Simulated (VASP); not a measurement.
# Sn in VASP: single point with PBEsol

Aim: the single point of Sn with PBEsol.

All numbers are computed with VASP 6.6.1; they aren't measurements. Logs are shortened: lines on timing, memory, paths and dates and some standing lists are left out, and cuts for length are marked.

## 1. The cell of the first run

The typed cell holds 1 atom: a = 3.280 Å, b = 3.280 Å, c = 3.280 Å, α = 115.42°, β = 115.41°, γ = 98.15°.

## 2. Single point, PBEsol

Input file INCAR:

```
SYSTEM = Sn
PREC = Accurate
ENCUT = 500
EDIFF = 1E-6
ISMEAR = 0
SIGMA = 0.1
LREAL = .FALSE.
LASPH = .TRUE.
NELM = 120
ALGO = Normal
ISIF = 2
LWAVE = .FALSE.
LCHARG = .FALSE.
GGA = PS
NBANDS = 13
GGA_COMPAT = .FALSE.
```

Input file KPOINTS:

```
regular mesh
0
G
  6 6 6
  0 0 0
```

Input file POSCAR:

```
Sn
1.0
   -1.7523499791      1.7526760885      2.1487908580
    1.7523499791     -1.7526760885      2.1487908580
    1.7523499791      1.7526760885     -2.1487908580
Sn
1
Direct
    0.0000000000      0.0000000000      0.0000000000
```

Potentials or basis: VASP PAW PBE potentials, release 64 (Sn_d).

On the command line:

```console
$ cat potpaw_PBE.64/Sn_d/POTCAR > POTCAR
$ mpirun -np 1 vasp_std > vasp.out
```

OUTCAR:

```text
SYSTEM = Sn
   PREC = Accurate
   ENCUT = 500
   EDIFF = 1E-6
   ISMEAR = 0
   LREAL = .FALSE.
   LASPH = .TRUE.
   NELM = 120
   ISIF = 2
   GGA = PS

 ion  position               nearest neighbor table
   1  0.000  0.000  0.000-

  LATTYP: Found a body centered orthorhombic cell.
 ALAT       =     3.5046999582
 B/A-ratio  =     1.0001860983
 C/A-ratio  =     1.2262338480

  Lattice vectors:

 A1 = (  -1.7523499791,   1.7526760885,   2.1487908580)
 A2 = (   1.7523499791,  -1.7526760885,   2.1487908580)
 A3 = (   1.7523499791,   1.7526760885,  -2.1487908580)

Analysis of symmetry for initial positions (statically):
=====================================================================
 Subroutine PRICEL returns:
 Original cell was already a primitive cell.

 Routine SETGRP: Setting up the symmetry group for a
 body centered orthorhombic supercell.

 Subroutine GETGRP returns: Found  8 space group operations
 (whereof  8 operations were pure point group operations)
 out of a pool of  8 trial point group operations.

The static configuration has the point symmetry D_2h.

Analysis of symmetry for dynamics (positions and initial velocities):
=====================================================================
 Subroutine PRICEL returns:
 Original cell was already a primitive cell.

 Routine SETGRP: Setting up the symmetry group for a
 body centered orthorhombic supercell.

 Subroutine GETGRP returns: Found  8 space group operations
 (whereof  8 operations were pure point group operations)
 out of a pool of  8 trial point group operations.

The dynamic configuration has the point symmetry D_2h.

 Subroutine INISYM returns: Found  8 space group operations
 (whereof  8 operations are pure point group operations),
 and found     1 'primitive' translations

----------------------------------------------------------------------------------------

                                     Primitive cell

  volume of cell :      26.3983

  direct lattice vectors                    reciprocal lattice vectors
    -1.752349979  1.752676088  2.148790858     0.000000000  0.285278040  0.232689002
     1.752349979 -1.752676088  2.148790858     0.285331130  0.000000000  0.232689002
     1.752349979  1.752676088 -2.148790858     0.285331130  0.285278040  0.000000000

  length of vectors
     3.280229576  3.280229576  3.280229576     0.368140913  0.368182055  0.403481616

  position of ions in fractional coordinates (direct lattice)
     0.000000000  0.000000000  0.000000000

  ion indices of the primitive-cell ions
   primitive index   ion index
                 1           1

----------------------------------------------------------------------------------------

 KPOINTS: regular mesh

Automatic generation of k-mesh.
 Grid dimensions read from file:
 generate k-points for:    6    6    6

 Generating k-lattice:

  Cartesian coordinates                     Fractional coordinates (reciprocal lattice)
     0.000000000  0.047546340  0.038781500     0.166666667 -0.000000000  0.000000000
     0.047555188  0.000000000  0.038781500     0.000000000  0.166666667  0.000000000
     0.047555188  0.047546340  0.000000000     0.000000000 -0.000000000  0.166666667

  Length of vectors
     0.061356819  0.061363676  0.067246936

  Shift w.r.t. Gamma in fractional coordinates (k-lattice)
     0.000000000  0.000000000  0.000000000

 Subroutine IBZKPT returns following result:
 ===========================================

 Found     46 irreducible k-points:

 Following reciprocal coordinates:
            Coordinates               Weight
  0.000000  0.000000  0.000000      1.000000
  0.166667  0.000000 -0.000000      4.000000
  0.333333  0.000000 -0.000000      4.000000
  0.500000  0.000000 -0.000000      2.000000
  0.000000  0.166667 -0.000000      4.000000
  0.166667  0.166667 -0.000000      8.000000
[... 16 lines left out ...]
 -0.166667  0.166667  0.166667      2.000000
  0.166667  0.333333  0.166667      4.000000
 [... further k-points ...]
   k-points           NKPTS =     46   k-points in BZ     NKDIM =     46   number of bands    NBANDS=     13
   number of dos      NEDOS =    301   number of ions     NIONS =      1
   total plane-waves  NPLWV =  13824
   dimension x,y,z NGX =    24 NGY =   24 NGZ =   24
   dimension x,y,z NGXF=    48 NGYF=   48 NGZF=   48
   ions per type =               1
   NGX,Y,Z   is equivalent  to a cutoff of  12.16, 12.16, 12.16 a.u.
   NGXF,Y,Z  is equivalent  to a cutoff of  24.33, 24.33, 24.33 a.u.
 SYSTEM =  Sn
   PREC   = accura    normal or accurate (medium, high low for compatibility)
   ISTART =      0    job   : 0-new  1-cont  2-samecut
   ICHARG =      2    charge: 1-file 2-atom 10-const
   ISPIN  =      1    spin polarized calculation?
   LNONCOLLINEAR =      F non collinear calculations
   LSORBIT =      F    spin-orbit coupling
   LASPH  =      T    aspherical Exc in radial PAW
   ENCUT  =  500.0 eV  36.75 Ry    6.06 a.u.   5.98  5.98  5.98*2*pi/ulx,y,z
   NELM   =    120;   NELMIN=  2; NELMDL= -5     # of ELM steps
   EDIFF  = 0.1E-05   stopping-criterion for ELM
   LREAL  =      F    real-space projection
   EDIFFG = 0.1E-04   stopping-criterion for IOM
   NSW    =      0    number of steps for IOM
   IBRION =     -1    ionic relax: 0-MD 1-quasi-New 2-CG
   NFREE  =      0    steps in history (QN), initial steepest desc. (CG)
   ISIF   =      2    stress and relaxation
   ISYM   =      2    0-nonsym 1-usesym 2-fastsym
   POTIM  = 0.5000    time-step for ionic-motion
   TEBEG  =    0.0;   TEEND  =   0.0 temperature during run
   PSTRESS=    0.0 pullay stress
   NELECT =      14.0000    total number of electrons
   NUPDOWN=      -1.0000    fix difference up-down
   EMIN   =  10.00;   EMAX   =-10.00  energy-range for DOS
[... 5 lines left out ...]
     AMIX     =   0.40;   BMIX     =  1.00
     AMIX_MAG =   1.60;   BMIX_MAG =  1.00
  volume/ion in A,a.u.               =      26.40       178.14
  Fermi-wavevector in a.u.,A,eV,Ry     =   1.325130  2.504133 23.891431  1.755971
  Thomas-Fermi vector in A             =   2.454614
   LORBIT       =      0    0 simple, 1 ext, 2 COOP (PROOUT), +10 PAW based schemes
   GGA     = PS    functional components
   LHFCALC =     F    Hartree Fock is set to
   AEXX    =    0.0000 exact exchange contribution
   IVDW    =     0    specifies the selected vdW correction
   LEPSILON=     F    determine dielectric tensor
   LRPA    =     F    only Hartree local field effects (RPA)
 non-spin polarized calculation
 Gauss-broadening in eV      SIGMA  =   0.10
  energy-cutoff  :      500.00
  volume of cell :       26.40
 maximum number of plane-waves:       688
   NGX = 11   NGY = 11   NGZ = 11

 number of electron      14.0000012 magnetization

 Free energy of the ion-electron system (eV)
  ---------------------------------------------------
  ext. energy  EPLUGINS =         0.00000000
  ---------------------------------------------------
  free energy    TOTEN  =        -4.16425612 eV

  energy without entropy =       -4.15829954  energy(sigma->0) =       -4.16127783

 E-fermi :   8.3872     XC(G=0): -10.6387

 val. band max:        8.3698751761   @ k =  -0.3333   0.3333   0.0000
 cond. band min:       8.4067580320   @ k =  -0.3333  -0.1667   0.1667
 fundamental gap:      0.0368828559
 Fermi energy:         8.3872321177

 k-point     1 :       0.0000    0.0000    0.0000
  band No.  band energies     occupation
      1     -13.1576      2.00000
      2     -13.1574      2.00000
      3     -13.0867      2.00000
      4     -13.0572      2.00000
      5     -13.0066      2.00000
      6      -3.0289      2.00000
      7      16.1198      0.00000
      8      16.4299      0.00000
      9      16.4334      0.00000
     10      19.2332      0.00000
     11      20.3872      0.00000
     12      20.3916      0.00000
     13      20.9650      0.00000

 k-point     2 :       0.1667    0.0000   -0.0000
  band No.  band energies     occupation
      1     -13.1420      2.00000
      2     -13.1418      2.00000
      3     -13.0651      2.00000
      4     -13.0564      2.00000
      5     -13.0133      2.00000
      6      -2.4361      2.00000
      7      12.1129      0.00000
      8      15.2120      0.00000
      9      15.7861      0.00000
     10      18.3923      0.00000
     11      20.1025      0.00000
     12      20.4028      0.00000
     13      21.8543      0.00000

 k-point     3 :       0.3333    0.0000   -0.0000
  band No.  band energies     occupation
      1     -13.1520      2.00000
      2     -13.1278      2.00000
      3     -13.0689      2.00000
      4     -12.9977      2.00000
      5     -12.9792      2.00000
      6      -0.6644      2.00000
      7       6.9446      2.00000
      8      13.7204      0.00000
      9      15.0707      0.00000
     10      18.0772      0.00000
     11      18.5181      0.00000
     12      19.2508      0.00000
     13      23.2854      0.00000
[... 305 lines left out ...]
 k-point    23 :      -0.1667    0.1667    0.1667
  band No.  band energies     occupation
      1     -13.1285      2.00000
      2     -13.0986      2.00000
      3     -13.0768      2.00000
      4     -13.0624      2.00000
      5     -12.9981      2.00000
      6      -1.6029      2.00000
      7      11.3581      0.00000
      8      11.5868      0.00000
      9      14.6518      0.00000
     10      17.4284      0.00000
     11      19.7833      0.00000
     12      20.3636      0.00000
     13      21.2722      0.00000

 k-point    24 :       0.1667    0.3333    0.1667
  band No.  band energies     occupation
      1     -13.1341      2.00000
      2     -13.0925      2.00000
      3     -13.0296      2.00000
      4     -13.0201      2.00000
      5     -12.9781      2.00000
      6       2.6765      2.00000
      7       5.0973      2.00000
      8       7.9978      2.00000
      9       9.5623      0.00000
     10      20.5420      0.00000
     11      22.7055      0.00000
     12      25.3139      0.00000
     13      25.3706      0.00000

 [... further k-points ...]
[... 5 lines left out ...]
  --------------------------------------------------------------------------------------
  -------------------------------------------------------------------------------------
  Total        0.5209671      0.5276340     -0.8292948      0.0000000      0.0000000      0.0000000
  in kB       31.6187139     32.0233488    -50.3318467      0.0000000      0.0000000      0.0000000
  external PRESSURE =       4.4367387 kB  Pullay stress =       0.0000000 kB

 VOLUME and BASIS-vectors are now :
 -----------------------------------------------------------------------------
  energy-cutoff  :      500.00
  volume of cell :       26.40
      direct lattice vectors                 reciprocal lattice vectors
    -1.752349979  1.752676088  2.148790858     0.000000000  0.285278040  0.232689002
     1.752349979 -1.752676088  2.148790858     0.285331130  0.000000000  0.232689002
     1.752349979  1.752676088 -2.148790858     0.285331130  0.285278040  0.000000000

 POSITION                                       TOTAL-FORCE (eV/Angst)
 -----------------------------------------------------------------------------------
      0.00000      0.00000      0.00000        -0.000000      0.000000      0.000000
 -----------------------------------------------------------------------------------
    total drift:                               -0.000000      0.000000      0.000000

  FREE ENERGIE OF THE ION-ELECTRON SYSTEM (eV)
  ---------------------------------------------------
  free  energy   TOTEN  =        -4.1642561246 eV

  energy  without entropy=       -4.1582995442  energy(sigma->0) =       -4.16127783
```

Run time: 16 s. Hardware: 1 thread of Intel Xeon 8259CL, shared host; peak memory 0.14 GiB.

What came out:

- Free energy: -4.1643 eV
- Pressure: 0.4 GPa
- Band gap on the k mesh: zero (band 7 reaches 16.12 eV, above the bottom of band 8 at 6.00 eV)

Caveat: the k points lie up to 0.42 Å⁻¹ apart; the PAW data sets were made with another functional, which shifts forces and pressure a little; spin-orbit coupling is left out, which moves the levels of the heavy elements.
